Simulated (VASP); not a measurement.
Set up this calculation in VASP 6.6.1, as the native input.

| Property | Result |
| --- | --- |
| Task | single point |
| Functional | PBE |
| Potentials or basis | VASP PAW PBE potentials, release 64 (Zn, S) |
| Cutoff | 520 eV |
| k mesh | 12 × 12 × 4 |
| Occupations | fermi-dirac, width 0.02 eV |
| Spin | no spin polarisation |
| Dipole correction | no |
| Further INCAR settings | ALGO = Normal; EDIFF = 1e-07; NBANDS = 26 |

The structure of ZnS lies in POSCAR:

```
ZnS
1.0
    3.8815598738      0.0000000000      0.0000000000
   -1.9407799369      3.3615294570      0.0000000000
    0.0000000000      0.0000000000      6.1760189214
Zn S
2 2
Direct
    0.3333333333      0.6666666667     -0.0023183829
    0.6666666667      0.3333333333      0.4976816171
    0.3333333333      0.6666666667      0.3773183829
    0.6666666667      0.3333333333      0.8773183829
```

This cell differs from its parent crystal: epitaxial xy strain +2.0%.

The input as run:

INCAR

```
SYSTEM = ZnS
  ALGO = Normal
  EDIFF = 1E-7
  ENCUT = 520
  GGA = PE
  ISIF = 2
  ISMEAR = -1
  LASPH = .True.
  LCHARG = .False.
  LREAL = .False.
  LWAVE = .False.
  NBANDS = 26
  NELM = 60
  PREC = Accurate
  SIGMA = 0.02
```

KPOINTS

```
k-points
0
Gamma
  12 12 4
  0 0 0
```

Potentials or basis: VASP PAW PBE potentials, release 64 (Zn, S).

Launch:

```sh
$ cat potpaw_PBE.64/Zn/POTCAR potpaw_PBE.64/S/POTCAR > POTCAR
$ mpirun -np 1 vasp_std > vasp.out
```

It gave:

```
Pressure               : 0.3 GPa
Largest force          : 0.011 eV/Å
Band gap on the k mesh : 2.10 eV
```

Caveat: the cell differs from its parent crystal (epitaxial xy strain +2.0%).

Wall time 3.4 min on 1 thread of AMD EPYC 7R13, with other jobs on the host, peak memory 0.22 GiB.
